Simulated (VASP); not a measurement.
Wanted: the native input for a VASP 6.6.1 run.

```yaml
Task: relaxation of cell and atoms
Functional: LDA
Potentials_or_basis: VASP PAW LDA potentials, release 64 (Ir)
Cutoff: 600 eV
k_mesh: 10 × 10 × 10
Occupations: fermi-dirac, width 0.05 eV
Spin: no spin polarisation
Dipole_correction: no
Further_INCAR_settings: ALGO = Normal; EDIFF = 1e-06; IBRION = 2; EDIFFG = -0.01; NSW = 80; ISIF = 3
```

The structure of Ir lies in POSCAR:

```
Ir
1.0
    2.7090680000      0.0000000000      0.0000000000
    1.3545340000      2.3461217086      0.0000000000
    1.3545340000      0.7820405695      2.2119447595
Ir
1
Direct
    0.0000000000      0.0000000000      0.0000000000
```

These files were run (other wordings do the same):

INCAR

```
SYSTEM = Ir
PREC = Accurate
ENCUT = 600
EDIFF = 1E-6
ISMEAR = -1
SIGMA = 0.05
LREAL = .False.
LASPH = .True.
NELM = 80
ALGO = Normal
ISIF = 3
LWAVE = .False.
LCHARG = .False.
GGA = CA
IBRION = 2
NSW = 80
EDIFFG = -0.01
```

KPOINTS

```
regular mesh
0
Gamma
  10 10 10
  0 0 0
```

Potentials or basis: VASP PAW LDA potentials, release 64 (Ir).

The run is started by

```console
$ cat potpaw_LDA.64/Ir/POTCAR > POTCAR
$ mpirun -np 1 vasp_std > vasp.out
```

Results of the run:

| Property | Result |
| --- | --- |
| Relaxed volume | 13.93 Å³/atom |
| Relaxed cell | a = 2.701 Å, b = 2.701 Å, c = 2.701 Å, α = 60.00°, β = 60.00°, γ = 60.00° |
| Space group after relaxing (to 0.1 Å) | Fm-3m (No. 225) |
| Energy gained by relaxing | 1.4 meV/atom |
| Ionic steps | 3 |
| Pressure after relaxing | -0.1 GPa |
| Band gap on the k mesh | zero (an odd number of electrons rules out a gap without spin polarisation) |

Caveat: spin-orbit coupling is left out, which moves the levels of the heavy elements.

Wall time 20 s on 1 thread of Intel Xeon 8259CL, on a shared host, peak memory 0.16 GiB.
